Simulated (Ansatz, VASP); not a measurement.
GeW in VASP and in Ansatz

```
CELL_PARAMETERS angstrom
2.21665 1.27978 1.81412
-2.21665 1.27978 1.81412
0.00000 -2.55957 1.81412
ATOMIC_POSITIONS crystal
Ge 0.50000 0.50000 0.50000
W 0.00000 0.00000 0.00000
```

Alike in both runs: functional PBE; k mesh 6 × 6 × 6; occupations gaussian, width 0.2 eV; no spin polarisation.

Ansatz relaxed the structure, and its values are those at the end. VASP's run is a single point on that final structure, the one shown.

```csv
,VASP,Ansatz
version,VASP 6.6.1,Ansatz 0.2.0
potentials or method,"VASP PAW PBE potentials, release 64 (Ge_d, W_sv), cutoff 500 eV","scalar-relativistic, plane waves, PAW"
valence electrons in the cell,28,28
```

```csv
,VASP,Ansatz,Ansatz less VASP
gap on the k mesh at the Fermi level (eV),none,none,-
pressure (GPa),0.2,0.0,-0.28
```

A gap of «none» marks a metal or a gap that the smearing closes. With one functional, cell and mesh, what is left measures potentials, basis and numerics.

Neither program's run includes spin-orbit coupling.
